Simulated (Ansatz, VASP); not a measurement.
# SrRh3: VASP beside Ansatz

```
CELL_PARAMETERS angstrom
0.00000 3.43023 3.43023
3.43023 0.00000 3.43023
3.43023 3.43023 0.00000
ATOMIC_POSITIONS crystal
Sr 0.50000 0.50000 0.50000
Rh 0.00000 0.00000 0.00000
Rh 0.25000 0.25000 0.25000
Rh 0.75000 0.75000 0.75000
```

Change from the starting cell: species swapped into the Mg3Cd type (Fm-3m, No. 225).

Alike in both runs: task relaxation of cell and atoms; functional PBE; k mesh 4 × 4 × 4; occupations gaussian, width 0.1 eV; no spin polarisation.

|  | VASP | Ansatz |
| --- | --- | --- |
| version | VASP 6.6.1 | Ansatz 0.2.0 |
| potentials or method | VASP PAW PBE potentials, release 64 (Sr_sv, Rh_pv), cutoff 500 eV | scalar-relativistic, plane waves, PAW |
| valence electrons in the cell | 55 | 61 |

Ansatz gave:

```
gap on the k mesh at the Fermi level, each at its own relaxed structure (eV)  : none
relaxed volume (Å³/atom)                                                      : 17.91
relaxed length of the cell vector where the two differ most in proportion (Å) : 4.661
```

Task: Which values does VASP return?

Result: gap on the k mesh at the Fermi level, each at its own relaxed structure (eV): none; relaxed volume (Å³/atom): 17.99; relaxed length of the cell vector where the two differ most in proportion (Å): 4.669.

A gap of «none» marks a metal or a gap that the smearing closes. VASP's potentials hold 55 valence electrons a cell and Ansatz's 61, so a difference there can come from the potentials and not from the codes.

The k mesh is coarse, so the values compare programs but aren't converged.
